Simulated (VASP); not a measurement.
# InP (F-43m) in VASP: single point with PBE

Aim: the single point of InP with PBE.

Program: VASP 6.6.1. These are calculated values, not measurements. Logs are shortened: lines on timing, memory, paths and dates and some standing lists are left out, and cuts for length are marked.

## Step 1: The cell of the first run

The structure is cubic, space group F-43m (No. 216). The conventional cell has a = 5.960 Å, b = 5.960 Å, c = 5.960 Å, α = 90.00°, β = 90.00°, γ = 90.00°. Within 3.4 Å of In (site symmetry -43m) lie 4 P at 2.58 Å. P (site symmetry -43m) has 4 In at 2.58 Å within 3.4 Å.

## Step 2: Single point, PBE

INCAR

```
SYSTEM = InP
ALGO = Normal ; EDIFF = 1E-6
ENCUT = 520 ; GGA = PE
ISIF = 2 ; ISMEAR = 0
LASPH = .TRUE. ; LCHARG = .TRUE.
LELF = .TRUE. ; LREAL = Auto
LVHAR = .TRUE. ; LWAVE = .FALSE.
NBANDS = 86 ; NELM = 60
PREC = Accurate ; SIGMA = 0.02
```

KPOINTS

```
k-points
0
G
  3 3 3
  0 0 0
```

POSCAR

```
InP
1.0
    0.0000000000      5.9597880289     -5.9597880289
    5.9597880289      5.9597880289      0.0000000000
    5.9597880289      0.0000000000     -5.9597880289
In P
8 8
Direct
    0.5000000000      0.5000000000      0.0000000000
    0.5000000000      0.0000000000      0.0000000000
    1.0000000000      0.5000000000      0.0000000000
    1.0000000000      0.0000000000      0.0000000000
    0.5000000000      0.5000000000      0.5000000000
    0.5000000000      0.0000000000      0.5000000000
    1.0000000000      0.5000000000      0.5000000000
    1.0000000000      0.0000000000      0.5000000000
    0.3750000000      0.3750000000      0.3750000000
    0.3750000000      0.8750000000      0.3750000000
    0.8750000000      0.3750000000      0.3750000000
    0.8750000000      0.8750000000      0.3750000000
    0.3750000000      0.3750000000      0.8750000000
    0.3750000000      0.8750000000      0.8750000000
    0.8750000000      0.3750000000      0.8750000000
    0.8750000000      0.8750000000      0.8750000000
```

Potentials or basis: VASP PAW PBE potentials, release 64 (In_d, P).

On the command line:

```console
$ cat potpaw_PBE.64/In_d/POTCAR potpaw_PBE.64/P/POTCAR > POTCAR
$ mpirun -np 1 vasp_std > vasp.out
```

OUTCAR:

```text
SYSTEM = InP
   EDIFF = 1E-6
   ENCUT = 520
   GGA = PE
   ISIF = 2
   ISMEAR = 0
   LASPH = .TRUE.
   LREAL = Auto
   NELM = 60
   PREC = Accurate

 ion  position               nearest neighbor table
   1  0.500  0.500  0.000-   9 2.58  13 2.58  14 2.58  15 2.58
   2  0.500  0.000  0.000-  10 2.58  13 2.58  14 2.58  16 2.58
   3  0.000  0.500  0.000-  11 2.58  13 2.58  15 2.58  16 2.58
   4  0.000  0.000  0.000-  12 2.58  14 2.58  15 2.58  16 2.58
   5  0.500  0.500  0.500-   9 2.58  10 2.58  11 2.58  13 2.58
   6  0.500  0.000  0.500-   9 2.58  10 2.58  12 2.58  14 2.58
[... 8 lines left out ...]
  15  0.875  0.375  0.875-   1 2.58   3 2.58   4 2.58   7 2.58
  16  0.875  0.875  0.875-   2 2.58   3 2.58   4 2.58   8 2.58
[... 6 lines left out ...]
 A1 = (   0.0000000000,   5.9597880289,  -5.9597880289)
 A2 = (   5.9597880289,   5.9597880289,   0.0000000000)
 A3 = (   5.9597880289,   0.0000000000,  -5.9597880289)

Analysis of symmetry for initial positions (statically):
=====================================================================
 Subroutine PRICEL returns following result:

  LATTYP: Found a face centered cubic cell.
 ALAT       =     5.9597880289

  Lattice vectors:

 A1 = (   0.0000000000,   2.9798940144,  -2.9798940144)
 A2 = (   2.9798940144,   2.9798940144,   0.0000000000)
 A3 = (   2.9798940144,   0.0000000000,  -2.9798940144)

   8 primitive cells build up your supercell.

 Routine SETGRP: Setting up the symmetry group for a
 face centered cubic supercell.

 Subroutine GETGRP returns: Found 24 space group operations
 (whereof 24 operations were pure point group operations)
 out of a pool of 48 trial point group operations.

The static configuration has the point symmetry T_d .

Analysis of symmetry for dynamics (positions and initial velocities):
=====================================================================
 Subroutine PRICEL returns following result:

  LATTYP: Found a face centered cubic cell.
 ALAT       =     5.9597880289

  Lattice vectors:

 A1 = (   0.0000000000,   2.9798940144,  -2.9798940144)
 A2 = (   2.9798940144,   2.9798940144,   0.0000000000)
 A3 = (   2.9798940144,   0.0000000000,  -2.9798940144)

   8 primitive cells build up your supercell.

 Routine SETGRP: Setting up the symmetry group for a
 face centered cubic supercell.

 Subroutine GETGRP returns: Found 24 space group operations
 (whereof 24 operations were pure point group operations)
 out of a pool of 48 trial point group operations.

[... 78 lines left out ...]
   NELM   =     60;   NELMIN=  2; NELMDL= -5     # of ELM steps
   EDIFF  = 0.1E-05   stopping-criterion for ELM
   LREAL  =      T    real-space projection
   EDIFFG = 0.1E-04   stopping-criterion for IOM
   NSW    =      0    number of steps for IOM
[... 5 lines left out ...]
   TEBEG  =    0.0;   TEEND  =   0.0 temperature during run
   PSTRESS=    0.0 pullay stress
   NELECT =     144.0000    total number of electrons
   NUPDOWN=      -1.0000    fix difference up-down
   EMIN   =  10.00;   EMAX   =-10.00  energy-range for DOS
   EFERMI =   0.00;   METHOD = LEGACY
   ISMEAR =     0;   SIGMA  =   0.02  broadening in eV -4-tet -1-fermi 0-gaus
   EFERMI_NEDOS =   21; number of points for ismear=-14 and -15
   IALGO  =     38    algorithm
   IMIX   =      4    mixing-type and parameters
     AMIX     =   0.40;   BMIX     =  1.00
     AMIX_MAG =   1.60;   BMIX_MAG =  1.00
  volume/ion in A,a.u.               =      26.46       178.57
  Fermi-wavevector in a.u.,A,eV,Ry     =   1.142760  2.159502 17.767839  1.305899
  Thomas-Fermi vector in A             =   2.279457
   LORBIT       =      0    0 simple, 1 ext, 2 COOP (PROOUT), +10 PAW based schemes
   GGA     = PE    functional components
   LHFCALC =     F    Hartree Fock is set to
   AEXX    =    0.0000 exact exchange contribution
   IVDW    =     0    specifies the selected vdW correction
   LEPSILON=     F    determine dielectric tensor
   LRPA    =     F    only Hartree local field effects (RPA)
 non-spin polarized calculation
 Gauss-broadening in eV      SIGMA  =   0.02
  energy-cutoff  :      520.00
  volume of cell :      423.37
 maximum number of plane-waves:     11527
 NGX is ok and might be reduce to    64
   NGX = 31   NGY = 31   NGZ = 31

 number of electron     144.0000037 magnetization

 Free energy of the ion-electron system (eV)
  ---------------------------------------------------
  ext. energy  EPLUGINS =         0.00000000
  ---------------------------------------------------
  free energy    TOTEN  =       -67.17597774 eV

  energy without entropy =      -67.17597774  energy(sigma->0) =      -67.17597774

 E-fermi :   4.7705     XC(G=0):  -9.0593

 val. band max:        4.6625152663   @ k =   0.0000   0.0000   0.0000
 cond. band min:       5.0981564209   @ k =   0.0000   0.0000   0.0000
 fundamental gap:      0.4356411546
 Fermi energy:         4.7704887132

 k-point     1 :       0.0000    0.0000    0.0000
  band No.  band energies     occupation
      1      -9.5963      2.00000
      2      -9.5963      2.00000
      3      -9.5963      2.00000
      4      -9.5379      2.00000
      5      -9.5379      2.00000
      6      -9.5379      2.00000
[... 337 lines left out ...]
     83       8.3930      0.00000
     84       8.3930      0.00000
 [bands above 84 left out]

------------------------ aborting loop because EDIFF is reached ----------------------------------------

  FORCE on cell =-STRESS in cart. coord.  units (eV):
  Direction    XX          YY          ZZ          XY          YZ          ZX
  --------------------------------------------------------------------------------------
  -------------------------------------------------------------------------------------
  Total       -0.0964405     -0.0964405     -0.0964405     -0.0000000     -0.0000000     -0.0000000
  in kB       -0.3649621     -0.3649621     -0.3649621     -0.0000000     -0.0000000     -0.0000000
  external PRESSURE =      -0.3649621 kB  Pullay stress =       0.0000000 kB

 VOLUME and BASIS-vectors are now :
 -----------------------------------------------------------------------------
  energy-cutoff  :      520.00
  volume of cell :      423.37
      direct lattice vectors                 reciprocal lattice vectors
     0.000000000  5.959788029 -5.959788029    -0.083895601  0.083895601 -0.083895601
     5.959788029  5.959788029  0.000000000     0.083895601  0.083895601  0.083895601
     5.959788029  0.000000000 -5.959788029     0.083895601 -0.083895601 -0.083895601

 POSITION                                       TOTAL-FORCE (eV/Angst)
 -----------------------------------------------------------------------------------
      2.97989      5.95979     -2.97989        -0.000000      0.000000      0.000000
      0.00000      2.97989     -2.97989         0.000000      0.000000      0.000000
      2.97989      2.97989      0.00000        -0.000000      0.000000      0.000000
      0.00000      0.00000      0.00000        -0.000000      0.000000      0.000000
      5.95979      5.95979     -5.95979        -0.000000      0.000000      0.000000
      2.97989      2.97989     -5.95979        -0.000000      0.000000      0.000000
[... 8 lines left out ...]
      7.44974      7.44974    -10.42963         0.000000     -0.000000     -0.000000
     10.42963     10.42963    -10.42963         0.000000     -0.000000     -0.000000
 -----------------------------------------------------------------------------------
    total drift:                                0.000002      0.000002     -0.000002

  FREE ENERGIE OF THE ION-ELECTRON SYSTEM (eV)
  ---------------------------------------------------
  free  energy   TOTEN  =       -67.1759777365 eV

  energy  without entropy=      -67.1759777365  energy(sigma->0) =      -67.17597774
```

OSZICAR:

```text
N       E                     dE             d eps       ncg     rms          rms(c)
DAV:   1     0.157414493329E+04    0.15741E+04   -0.61999E+04   688   0.190E+03
DAV:   2     0.206598911322E+03   -0.13675E+04   -0.13317E+04   688   0.522E+02
DAV:   3    -0.483778088437E+02   -0.25498E+03   -0.24332E+03   770   0.226E+02
DAV:   4    -0.692199236625E+02   -0.20842E+02   -0.20490E+02   816   0.625E+01
DAV:   5    -0.703690380488E+02   -0.11491E+01   -0.11443E+01   992   0.131E+01    0.162E+01
DAV:   6    -0.673219170172E+02    0.30471E+01   -0.69021E+00   892   0.181E+01    0.880E+00
DAV:   7    -0.671822050809E+02    0.13971E+00   -0.28825E+00  1032   0.522E+00    0.330E+00
DAV:   8    -0.671793040733E+02    0.29010E-02   -0.46933E-01   890   0.431E+00    0.137E+00
DAV:   9    -0.671788981380E+02    0.40594E-03   -0.13899E-01   904   0.296E+00    0.710E-01
DAV:  10    -0.671754833412E+02    0.34148E-02   -0.35181E-02   898   0.141E+00    0.988E-02
DAV:  11    -0.671759062032E+02   -0.42286E-03   -0.34975E-03   872   0.207E-01    0.176E-01
DAV:  12    -0.671760768884E+02   -0.17069E-03   -0.31853E-04  1054   0.602E-02    0.301E-01
DAV:  13    -0.671759332911E+02    0.14360E-03   -0.95950E-04   896   0.143E-01    0.138E-01
DAV:  14    -0.671759921381E+02   -0.58847E-04   -0.25621E-04   808   0.403E-02    0.114E-01
DAV:  15    -0.671759869004E+02    0.52377E-05   -0.92032E-06   672   0.151E-02    0.829E-02
DAV:  16    -0.671759776198E+02    0.92806E-05   -0.22190E-05   736   0.192E-02    0.214E-02
DAV:  17    -0.671759777365E+02   -0.11671E-06   -0.20418E-06   510   0.530E-03
   1 F= -.67175978E+02 E0= -.67175978E+02  d E =-.275660E-15
```

It took 6.2 min on 1 thread of Intel Xeon Platinum 8259CL at 2.50GHz (Skylake/Cascade Lake), shared host; peak memory 0.58 GiB.

Results:

```yaml
Free_energy: -67.1760 eV
Pressure: 0.0 GPa
Band_gap_on_the_k_mesh: 0.44 eV
```

Levels at points of the mesh, in eV from the valence-band top:
```
           k point  band 68  band 69  band 70  band 71  band 72  band 73  band 74  band 75  band 76  band 77
(0.00, 0.00, 0.00)    -0.90    -0.90     0.00     0.00     0.00     0.44     1.38     1.38     1.38     1.38
```

Caveat: semilocal functionals underestimate gaps, and a narrow one can read as zero; spin-orbit coupling is left out, which moves the levels of the heavy elements.
